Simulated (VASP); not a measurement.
Set up this calculation in VASP 6.6.1, as the native input.

```
Task                   : single point
Functional             : PBE
Potentials or basis    : VASP PAW PBE potentials, release 64 (Na_pv, F)
Cutoff                 : 520 eV
k mesh                 : 12 × 12 × 6
Occupations            : gaussian, width 0.01 eV
Spin                   : no spin polarisation
Dipole correction      : no
Further INCAR settings : ALGO = Normal; EDIFF = 1e-07; NBANDS = 22
```

The structure of NaF lies in POSCAR:

```
NaF
1.0
    3.1775543160      0.0000000000      0.0000000000
   -1.5887771580      2.7518427596      0.0000000000
    0.0000000000      0.0000000000      5.5676310269
Na F
2 2
Direct
    0.0000000000      0.0000000000      0.0000000000
    0.0000000000      0.0000000000      0.5000000000
    0.3333333333      0.6666666667      0.2500000000
    0.6666666667      0.3333333333      0.7500000000
```

The input as run:

INCAR

```
PREC     = Accurate       # precision mode
ENCUT    = 520            # plane-wave cutoff, eV
EDIFF    = 1E-7           # SCF threshold, eV
ISMEAR   = 0              # smearing method
SIGMA    = 0.01           # smearing width, eV
LREAL    = F              # projectors in reciprocal space
LASPH    = T              # aspherical terms in the spheres
NELM     = 100            # most SCF steps
ALGO     = Normal         # electronic algorithm
ISIF     = 2              # what is computed and relaxed
LWAVE    = F              # write WAVECAR
LCHARG   = T              # write CHGCAR
GGA      = PE             # functional
LELF     = T              # ELF
LVHAR    = T            
NBANDS   = 22             # bands
```

KPOINTS

```
Automatic mesh
0
Gamma
  12 12 6
```

Potentials or basis: VASP PAW PBE potentials, release 64 (Na_pv, F).

The run is started by

```bash
$ cat potpaw_PBE.64/Na_pv/POTCAR potpaw_PBE.64/F/POTCAR > POTCAR
$ mpirun -np 1 vasp_std > vasp.out
```

It gave:

```yaml
Pressure: 3.5 GPa
Band_gap_on_the_k_mesh: 6.34 eV
```

Caveat: the cell stands under pressure.

It took 97 s on 1 thread of AMD EPYC 7R13 (shared host), peak memory 0.17 GiB.
